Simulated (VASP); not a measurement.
Input of a VASP 6.6.1 run:

File INCAR:

```
SYSTEM = HfO2
PREC = Accurate
ENCUT = 520
EDIFF = 1E-7
ISMEAR = 0
SIGMA = 0.1
LREAL = Auto
LASPH = .TRUE.
NELM = 60
ALGO = Normal
ISIF = 2
LWAVE = .FALSE.
LCHARG = .FALSE.
GGA = PE
ISYM = 0
NBANDS = 81
```

Contents of KPOINTS:

```
Automatic mesh
0
Gamma
  2 2 2
  0.5 0.5 0.5
```

POSCAR

```
HfO2
1.0
   -3.5580193300     -3.5580193300      0.0000000000
    0.0000000000      0.0000000000      5.1718612100
   -3.5580193300      7.1160386600      0.0000000000
Hf O
6 12
Direct
    0.1666666667      0.5000000000      0.3333333333
    0.8333333333      0.5000000000      0.6666666667
    0.5000000000      0.5000000000      0.0000000000
    0.6666666667      0.0000000000      0.3333333333
    0.3333333333      0.0000000000      0.6666666667
    0.0000000000      0.0000000000      0.0000000000
    0.5000000000      0.6972078800      0.5000000000
    0.1666666667      0.6972078800      0.8333333333
    0.8333333333      0.6972078800      0.1666666667
    0.3333333333      0.8027921200      0.1666666667
    0.0000000000      0.8027921200      0.5000000000
    0.6666666667      0.8027921200      0.8333333333
    0.3333333333      0.3027921200      0.1666666667
    0.0000000000      0.3027921200      0.5000000000
    0.6666666667      0.3027921200      0.8333333333
    0.5000000000      0.1972078800      0.5000000000
    0.1666666667      0.1972078800      0.8333333333
    0.8333333333      0.1972078800      0.1666666667
```

Potentials or basis: VASP PAW PBE potentials, release 64 (Hf_pv, O).

The run is started by

```sh
$ cat potpaw_PBE.64/Hf_pv/POTCAR potpaw_PBE.64/O/POTCAR > POTCAR
$ mpirun -np 1 vasp_std > vasp.out
```

Q: Predict the band gap on the k mesh.

A: 5.47 eV.

Q: Predict the largest force.

A: 0.149 eV/Å.

Stress tensor (GPa, compression positive):
```
6.84 0.01 0.00
0.01 6.84 0.00
0.00 0.00 5.42
```

Caveat: the k points lie up to 0.66 Å⁻¹ apart; spin-orbit coupling is left out, which moves the levels of the heavy elements. A k mesh can miss the band edges.
